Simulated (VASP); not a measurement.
# Si3N4 (I-43d) in VASP: relaxation of the atoms with PBEsol

Aim: the relaxation of the atoms of Si3N4 with PBEsol.

All numbers are computed with VASP 6.6.1; they aren't measurements. Logs are shortened: lines on timing, memory, paths and dates and some standing lists are left out, and cuts for length are marked.

**1. The cell of the first run**

Symmetry: I-43d, No. 220, cubic system. The conventional cell has a = 6.255 Å, b = 6.255 Å, c = 6.255 Å, α = 90.00°, β = 90.00°, γ = 90.00°. Within 2.3 Å of Si (site symmetry -4) lie 4 N at 1.70 Å. N (site symmetry 3) has 3 Si at 1.70 Å within 2.3 Å.

**2. Relaxation of the atoms, PBEsol (volume scaled by 0.91)**

Input file INCAR:

```
ALGO     = Normal         # electronic algorithm
EDIFF    = 1E-6           # SCF threshold, eV
EDIFFG   = -0.01          # ionic threshold
ENCUT    = 520            # plane-wave cutoff, eV
GGA      = PS             # functional
IBRION   = 2              # ionic algorithm
ISIF     = 2              # what is computed and relaxed
ISMEAR   = 0              # smearing method
LASPH    = True           # aspherical terms in the spheres
LCHARG   = False          # write CHGCAR
LREAL    = False          # projectors in reciprocal space
LWAVE    = False          # write WAVECAR
NELM     = 60             # most SCF steps
NSW      = 50             # ionic steps
PREC     = Accurate       # precision mode
SIGMA    = 0.02           # smearing width, eV
```

Input file KPOINTS:

```
k-points
0
Gamma
  6 6 6
```

Input file POSCAR:

```
Si3N4
1.0
   -3.1276542805      3.1276542805      3.1276542805
    3.1276542805     -3.1276542805      3.1276542805
    3.1276542805      3.1276542805     -3.1276542805
Si N
6 8
Direct
    0.2500000000      0.1250000000      0.8750000000
    0.8750000000      0.2500000000      0.1250000000
    0.7500000000      0.3750000000      0.6250000000
    0.6250000000      0.7500000000      0.3750000000
    0.1250000000      0.8750000000      0.2500000000
    0.3750000000      0.6250000000      0.7500000000
    0.5548825153      0.5548825153      0.5548825153
    0.4451174847      0.5000000000      0.0000000000
    0.5000000000      0.0000000000      0.9451174847
    0.0000000000      0.4451174847      0.5000000000
    0.9451174847      0.5000000000      0.0000000000
    0.0548825153      0.0548825153      0.0548825153
    0.0000000000      0.9451174847      0.5000000000
    0.5000000000      0.0000000000      0.4451174847
```

Potentials or basis: VASP PAW PBE potentials, release 64 (Si, N).

The run is started by

```console
$ cat potpaw_PBE.64/Si/POTCAR potpaw_PBE.64/N/POTCAR > POTCAR
$ mpirun -np 1 vasp_std > vasp.out
```

OUTCAR:

```text
EDIFF = 1E-6
   EDIFFG = -0.01
   ENCUT = 520
   GGA = PS
   IBRION = 2
   ISIF = 2
   ISMEAR = 0
   LASPH = True
   LREAL = False
   NELM = 60
   NSW = 50
   PREC = Accurate

 ion  position               nearest neighbor table
   1  0.250  0.125  0.875-   8 1.70   9 1.70  12 1.70  13 1.70   6 2.93   2 2.93   4 2.93   2 2.93
                             5 2.93   5 2.93   6 2.93   4 2.93
   2  0.875  0.250  0.125-   9 1.70  10 1.70  11 1.70  12 1.70   5 2.93   5 2.93   6 2.93   1 2.93
                             3 2.93   3 2.93   1 2.93   6 2.93
   3  0.750  0.375  0.625-   7 1.70  10 1.70  11 1.70  14 1.70   6 2.93   6 2.93   5 2.93   2 2.93
                             4 2.93   2 2.93   4 2.93   5 2.93
   4  0.625  0.750  0.375-   7 1.70   8 1.70  13 1.70  14 1.70   6 2.93   1 2.93   3 2.93   3 2.93
                             5 2.93   6 2.93   1 2.93   5 2.93
   5  0.125  0.875  0.250-  11 1.70  12 1.70  13 1.70  14 1.70   4 2.93   3 2.93   1 2.93   1 2.93
                             2 2.93   2 2.93   3 2.93   4 2.93
   6  0.375  0.625  0.750-   7 1.70   8 1.70   9 1.70  10 1.70   4 2.93   2 2.93   4 2.93   1 2.93
                             3 2.93   1 2.93   3 2.93   2 2.93
   7  0.555  0.555  0.555-   3 1.70   4 1.70   6 1.70
   8  0.445  0.500  0.000-   1 1.70   4 1.70   6 1.70
   9  0.500  0.000  0.945-   1 1.70   2 1.70   6 1.70
  10  0.000  0.445  0.500-   2 1.70   3 1.70   6 1.70
  11  0.945  0.500  0.000-   2 1.70   3 1.70   5 1.70
  12  0.055  0.055  0.055-   1 1.70   2 1.70   5 1.70
  13  0.000  0.945  0.500-   1 1.70   4 1.70   5 1.70
  14  0.500  0.000  0.445-   3 1.70   4 1.70   5 1.70

  LATTYP: Found a body centered cubic cell.
 ALAT       =     6.2553085610

  Lattice vectors:

 A1 = (  -3.1276542805,   3.1276542805,   3.1276542805)
 A2 = (   3.1276542805,  -3.1276542805,   3.1276542805)
 A3 = (   3.1276542805,   3.1276542805,  -3.1276542805)

Analysis of symmetry for initial positions (statically):
=====================================================================
 Subroutine PRICEL returns:
 Original cell was already a primitive cell.

 Routine SETGRP: Setting up the symmetry group for a
 body centered cubic supercell.

 Subroutine GETGRP returns: Found 24 space group operations
 (whereof  3 operations were pure point group operations)
 out of a pool of 48 trial point group operations.

The static configuration has the point symmetry C_3 .
 The point group associated with its full space group is T_d .

Analysis of symmetry for dynamics (positions and initial velocities):
=====================================================================
 Subroutine PRICEL returns:
 Original cell was already a primitive cell.

 Routine SETGRP: Setting up the symmetry group for a
 body centered cubic supercell.

 Subroutine GETGRP returns: Found 24 space group operations
 (whereof  3 operations were pure point group operations)
 out of a pool of 48 trial point group operations.

The dynamic configuration has the point symmetry C_3 .
 The point group associated with its full space group is T_d .

 Subroutine INISYM returns: Found 24 space group operations
 (whereof  3 operations are pure point group operations),
 and found     1 'primitive' translations

----------------------------------------------------------------------------------------

                                     Primitive cell

  volume of cell :     122.3816

  direct lattice vectors                    reciprocal lattice vectors
    -3.127654280  3.127654280  3.127654280     0.000000000  0.159864216  0.159864216
     3.127654280 -3.127654280  3.127654280     0.159864216  0.000000000  0.159864216
     3.127654280  3.127654280 -3.127654280     0.159864216  0.159864216  0.000000000

  length of vectors
     5.417256122  5.417256122  5.417256122     0.226082143  0.226082143  0.226082143

  position of ions in fractional coordinates (direct lattice)
     0.250000000  0.125000000  0.875000000
     0.875000000  0.250000000  0.125000000
     0.750000000  0.375000000  0.625000000
     0.625000000  0.750000000  0.375000000
     0.125000000  0.875000000  0.250000000
     0.375000000  0.625000000  0.750000000
     0.554882515  0.554882515  0.554882515
     0.445117485  0.500000000  0.000000000
     0.500000000  0.000000000  0.945117485
     0.000000000  0.445117485  0.500000000
     0.945117485  0.500000000  0.000000000
     0.054882515  0.054882515  0.054882515
     0.000000000  0.945117485  0.500000000
     0.500000000  0.000000000  0.445117485

  ion indices of the primitive-cell ions
   primitive index   ion index
                 1           1
                 2           2
                 3           3
                 4           4
                 5           5
                 6           6
                 7           7
                 8           8
                 9           9
                10          10
                11          11
                12          12
                13          13
                14          14

----------------------------------------------------------------------------------------

 KPOINTS: k-points

Automatic generation of k-mesh.
 Grid dimensions read from file:
 generate k-points for:    6    6    6

 Generating k-lattice:

  Cartesian coordinates                     Fractional coordinates (reciprocal lattice)
     0.000000000  0.026644036  0.026644036     0.166666667  0.000000000  0.000000000
     0.026644036  0.000000000  0.026644036     0.000000000  0.166666667  0.000000000
     0.026644036  0.026644036  0.000000000     0.000000000  0.000000000  0.166666667

  Length of vectors
     0.037680357  0.037680357  0.037680357

  Shift w.r.t. Gamma in fractional coordinates (k-lattice)
     0.000000000  0.000000000  0.000000000

 Subroutine IBZKPT returns following result:
 ===========================================

 Found     16 irreducible k-points:

 Following reciprocal coordinates:
            Coordinates               Weight
  0.000000  0.000000  0.000000      1.000000
  0.166667  0.000000  0.000000     12.000000
  0.333333  0.000000  0.000000     12.000000
  0.500000  0.000000  0.000000      6.000000
  0.166667  0.166667  0.000000     24.000000
  0.333333  0.166667  0.000000     48.000000
[... 8 lines left out ...]
  0.500000  0.500000  0.333333     12.000000
  0.500000  0.500000  0.500000      1.000000
   k-points           NKPTS =     16   k-points in BZ     NKDIM =     16   number of bands    NBANDS=     40
   number of dos      NEDOS =    301   number of ions     NIONS =     14
   total plane-waves  NPLWV =  64000
   dimension x,y,z NGX =    40 NGY =   40 NGZ =   40
   dimension x,y,z NGXF=    80 NGYF=   80 NGZF=   80
   ions per type =               6   8
   NGX,Y,Z   is equivalent  to a cutoff of  12.28, 12.28, 12.28 a.u.
   NGXF,Y,Z  is equivalent  to a cutoff of  24.55, 24.55, 24.55 a.u.
 SYSTEM =  unknown system
   PREC   = accura    normal or accurate (medium, high low for compatibility)
   ISTART =      0    job   : 0-new  1-cont  2-samecut
   ICHARG =      2    charge: 1-file 2-atom 10-const
   ISPIN  =      1    spin polarized calculation?
   LNONCOLLINEAR =      F non collinear calculations
   LSORBIT =      F    spin-orbit coupling
   LASPH  =      T    aspherical Exc in radial PAW
   ENCUT  =  520.0 eV  38.22 Ry    6.18 a.u.  10.07 10.07 10.07*2*pi/ulx,y,z
   NELM   =     60;   NELMIN=  2; NELMDL= -5     # of ELM steps
   EDIFF  = 0.1E-05   stopping-criterion for ELM
   LREAL  =      F    real-space projection
   EDIFFG = -.1E-01   stopping-criterion for IOM
   NSW    =     50    number of steps for IOM
   IBRION =      2    ionic relax: 0-MD 1-quasi-New 2-CG
   NFREE  =      1    steps in history (QN), initial steepest desc. (CG)
   ISIF   =      2    stress and relaxation
   ISYM   =      2    0-nonsym 1-usesym 2-fastsym
   POTIM  = 0.5000    time-step for ionic-motion
   TEBEG  =    0.0;   TEEND  =   0.0 temperature during run
   PSTRESS=    0.0 pullay stress
   NELECT =      64.0000    total number of electrons
   NUPDOWN=      -1.0000    fix difference up-down
   EMIN   =  10.00;   EMAX   =-10.00  energy-range for DOS
   EFERMI =   0.00;   METHOD = LEGACY
   ISMEAR =     0;   SIGMA  =   0.02  broadening in eV -4-tet -1-fermi 0-gaus
   EFERMI_NEDOS =   21; number of points for ismear=-14 and -15
   IALGO  =     38    algorithm
   IMIX   =      4    mixing-type and parameters
     AMIX     =   0.40;   BMIX     =  1.00
     AMIX_MAG =   1.60;   BMIX_MAG =  1.00
  volume/ion in A,a.u.               =       8.74        58.99
  Fermi-wavevector in a.u.,A,eV,Ry     =   1.318953  2.492460 23.669209  1.739638
  Thomas-Fermi vector in A             =   2.448886
   LORBIT       =      0    0 simple, 1 ext, 2 COOP (PROOUT), +10 PAW based schemes
   GGA     = PS    functional components
   LHFCALC =     F    Hartree Fock is set to
   AEXX    =    0.0000 exact exchange contribution
   IVDW    =     0    specifies the selected vdW correction
   LEPSILON=     F    determine dielectric tensor
   LRPA    =     F    only Hartree local field effects (RPA)
 conjugate gradient relaxation of ions
 non-spin polarized calculation
 Gauss-broadening in eV      SIGMA  =   0.02
  energy-cutoff  :      520.00
  volume of cell :      122.38
 maximum number of plane-waves:      3322
   NGX = 21   NGY = 21   NGZ = 21

--------------------------------------- Ionic step        1  -------------------------------------------

 number of electron      64.0000000 magnetization

 Free energy of the ion-electron system (eV)
  ---------------------------------------------------
  ext. energy  EPLUGINS =         0.00000000
  ---------------------------------------------------
  free energy    TOTEN  =      -118.15571092 eV

  energy without entropy =     -118.15571092  energy(sigma->0) =     -118.15571092

------------------------ aborting loop because EDIFF is reached ----------------------------------------

  FORCE on cell =-STRESS in cart. coord.  units (eV):
  Direction    XX          YY          ZZ          XY          YZ          ZX
  --------------------------------------------------------------------------------------
  -------------------------------------------------------------------------------------
  Total       22.8915828     22.8915828     22.8915828     -0.0000000     -0.0000000     -0.0000000
  in kB      299.6885760    299.6885760    299.6885760     -0.0000000     -0.0000000     -0.0000000
  external PRESSURE =     299.6885760 kB  Pullay stress =       0.0000000 kB
[... 129 lines left out ...]
  energy  without entropy=     -118.1677983124  energy(sigma->0) =     -118.16779831

--------------------------------------- Ionic step        4  -------------------------------------------

 number of electron      63.9999980 magnetization

 Free energy of the ion-electron system (eV)
  ---------------------------------------------------
  ext. energy  EPLUGINS =         0.00000000
  ---------------------------------------------------
  free energy    TOTEN  =      -118.16798445 eV

  energy without entropy =     -118.16798445  energy(sigma->0) =     -118.16798445

 E-fermi :   8.9689     XC(G=0): -12.0780

 val. band max:        8.8482189279   @ k =   0.0000   0.0000   0.0000
 cond. band min:      12.8800131616   @ k =  -0.1667   0.1667   0.1667
 fundamental gap:      4.0317942337
 Fermi energy:         8.9688690543

 k-point     1 :       0.0000    0.0000    0.0000
  band No.  band energies     occupation
      1     -10.1448      2.00000
      2      -6.8197      2.00000
      3      -6.8197      2.00000
      4      -6.8197      2.00000
      5      -6.2978      2.00000
      6      -6.2978      2.00000
[... 718 lines left out ...]
  FREE ENERGIE OF THE ION-ELECTRON SYSTEM (eV)
  ---------------------------------------------------
  free  energy   TOTEN  =      -118.1679844476 eV

  energy  without entropy=     -118.1679844476  energy(sigma->0) =     -118.16798445

 reached required accuracy - stopping structural energy minimisation
```

It took 5.7 min on 1 thread of Intel Xeon 8259CL, shared host; peak memory 0.26 GiB.

What came out:

```yaml
Free_energy: -118.1680 eV
Energy_gained_by_relaxing: 0.9 meV/atom
Ionic_steps: 4
Pressure_after_relaxing: 28.9 GPa
Band_gap_on_the_k_mesh: 4.03 eV, indirect (least direct gap 4.28 eV)
```

The path:
```
step  energy change (eV)  largest force (eV/Å)  pressure (GPa)
   1              0.0000                0.1183           29.97
   2             -0.0048                0.0918           29.74
   3             -0.0121                0.0146           29.03
   4             -0.0123                0.0002           28.89
```

Final structure:
```
Si N
1.0
    -3.12765    3.12765    3.12765
     3.12765   -3.12765    3.12765
     3.12765    3.12765   -3.12765
Si N
6 8
Direct
  0.25000 0.12500 0.87500
  0.87500 0.25000 0.12500
  0.75000 0.37500 0.62500
  0.62500 0.75000 0.37500
  0.12500 0.87500 0.25000
  0.37500 0.62500 0.75000
  0.55007 0.55007 0.55007
  0.44993 0.50000 0.00000
  0.50000 0.00000 0.94993
  0.00000 0.44993 0.50000
  0.94993 0.50000 0.00000
  0.05007 0.05007 0.05007
  0.00000 0.94993 0.50000
  0.50000 0.00000 0.44993
```

Levels at points of the mesh, in eV from the valence-band top:
```tsv
k point	band 28	band 29	band 30	band 31	band 32	band 33	band 34	band 35	band 36	band 37
(0.00, 0.00, 0.00)	-2.12	-0.14	-0.14	-0.14	0.00	4.28	4.28	5.21	5.21	5.21
(0.50, 0.00, 0.00)	-2.20	-1.43	-1.43	-0.02	-0.02	5.25	5.25	6.59	6.59	6.96
(0.50, 0.50, 0.50)	-2.25	-2.25	-2.25	-1.33	-1.33	5.73	5.73	5.73	5.73	5.73
```

Caveat: the PAW data sets were made with another functional, which shifts forces and pressure a little. A k mesh can miss the band edges.
